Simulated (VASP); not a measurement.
Runs of VASP 6.6.1 on SrTe. It takes space group Fm-3m (No. 225, cubic). The conventional cell has a = 6.705 Å, b = 6.705 Å, c = 6.705 Å, α = 90.00°, β = 90.00°, γ = 90.00°. Sr (site symmetry m-3m) has 6 Te at 3.35 Å within 4.4 Å. Within 4.4 Å of Te (site symmetry m-3m) lie 6 Sr at 3.35 Å. 

| level | k mesh | cutoff (eV) | grid for exact exchange (PRECFOCK) | share of exact exchange | screening parameter | gap on the mesh (eV) | pressure (GPa) |
| --- | --- | --- | --- | --- | --- | --- | --- |
| PBE | 4 × 4 × 4 | 500 | - | - | - | 1.74 | 0.4 |
| PBE | 6 × 6 × 6 | 500 | - | - | - | 1.75 | 0.3 |
| HSE06 | 4 × 4 × 4 | 400 | Normal | 0.25 | 0.2079 1/Å | (c) | (a) |
| PBE0 | 4 × 4 × 4 | 400 | Normal | 0.25 | - | (b) | -0.2 |
| r2SCAN | 4 × 4 × 4 | 550 | - | - | - | 2.14 | 0.2 |

Alike in all rows: task single point; potentials or basis VASP PAW PBE potentials, release 64 (Sr_sv, Te); no spin polarisation; cell as given; smearing gaussian 0.01 eV.

Problem. Estimate the missing entries.

Solution. (a) -0.1; (b) 3.18; (c) 2.49.

Caveats: spin-orbit coupling is left out, which moves the levels of the heavy elements; the PAW data sets were made with another functional, which shifts forces and pressure a little (at least some runs).

A k mesh can miss the band edges, and the runs leave out spin-orbit coupling on Sr, Te.
